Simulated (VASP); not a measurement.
Wanted: the native input for a VASP 6.6.1 run.

```
Task                   : single point
Functional             : PBEsol
Potentials or basis    : VASP PAW PBE potentials, release 64 (I, K_sv)
Cutoff                 : 520 eV
k mesh                 : 7 × 7 × 7
Occupations            : gaussian, width 0.02 eV
Spin                   : no spin polarisation
Dipole correction      : no
Further INCAR settings : ALGO = Normal; EDIFF = 1e-07; NBANDS = 15
```

The structure of KI lies in POSCAR:

```
KI
1.0
    0.0000000000      3.5327750000      3.5327750000
    3.5327750000      0.0000000000      3.5327750000
    3.5327750000      3.5327750000      0.0000000000
I K
1 1
Direct
    0.5000000000      0.5000000000      0.5000000000
    0.0000000000      0.0000000000      0.0000000000
```

The input as run:

INCAR

```
PREC = Accurate ; ENCUT = 520
EDIFF = 1E-7 ; ISMEAR = 0
SIGMA = 0.02 ; LREAL = False
LASPH = True ; NELM = 100
ALGO = Normal ; ISIF = 2
LWAVE = False ; LCHARG = False
GGA = PS ; NBANDS = 15
```

KPOINTS

```
regular mesh
0
Gamma
  7 7 7
```

Potentials or basis: VASP PAW PBE potentials, release 64 (I, K_sv).

Run with:

```console
$ cat potpaw_PBE.64/I/POTCAR potpaw_PBE.64/K_sv/POTCAR > POTCAR
$ mpirun -np 1 vasp_std > vasp.out
```

Results of the run:

The pressure is -0.3 GPa. The band gap on the k mesh is 3.81 eV.

Caveat: the PAW data sets were made with another functional, which shifts forces and pressure a little; spin-orbit coupling is left out, which moves the levels of the heavy elements; an odd mesh through Γ misses points on the zone boundary, where band edges can lie.

Run time: 36 s on 1 thread of Intel Xeon 8259CL, with other jobs on the host, peak memory 0.24 GiB.
